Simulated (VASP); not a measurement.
Set up this calculation in VASP 6.6.1, as the native input.

```yaml
Task: single point
Functional: PBEsol
Dispersion: D3(BJ)
Potentials_or_basis: VASP PAW PBE potentials, release 64 (Lu)
Cutoff: 600 eV
k_mesh: 6 × 6 × 6
Occupations: fermi-dirac, width 0.05 eV
Spin: no spin polarisation
Dipole_correction: no
Further_INCAR_settings: ALGO = Normal; EDIFF = 1e-06; NBANDS = 18
```

The structure of Lu lies in POSCAR:

```
Lu
1.0
    0.0000000000      2.0605630298      2.0605630298
    2.0605630298      0.0000000000      2.0605630298
    2.0605630298      2.0605630298      0.0000000000
Lu
1
Direct
    0.0000000000      0.0000000000      0.0000000000
```

This isn't the form of Lu at room conditions, which is hcp.

The input as run:

INCAR

```
SYSTEM = Lu
PREC = Accurate
ENCUT = 600
EDIFF = 1E-6
ISMEAR = -1
SIGMA = 0.05
LREAL = .FALSE.
LASPH = .TRUE.
NELM = 120
ALGO = Normal
ISIF = 2
LWAVE = .FALSE.
LCHARG = .FALSE.
GGA = PS
IVDW = 12
NBANDS = 18
GGA_COMPAT = .FALSE.
```

KPOINTS

```
regular mesh
0
G
  6 6 6
  0 0 0
```

Potentials or basis: VASP PAW PBE potentials, release 64 (Lu).

Command:

```console
$ cat potpaw_PBE.64/Lu/POTCAR > POTCAR
$ mpirun -np 1 vasp_std > vasp.out
```

Results of the run:

- Pressure: 40.3 GPa
- Band gap on the k mesh: zero (an odd number of electrons rules out a gap without spin polarisation)
- Dispersion energy per atom: -0.664 eV

Caveat: the k points lie up to 0.44 Å⁻¹ apart, too coarse for converged energies and pressures of a metal; three body term missing; the PAW data sets were made with another functional, which shifts forces and pressure a little; spin-orbit coupling is left out, which moves the levels of the heavy elements.

Run time: 4.3 s on 1 thread of Intel(R) Xeon(R) 6975P-C (Granite Rapids), with other jobs on the host, peak memory 0.15 GiB.
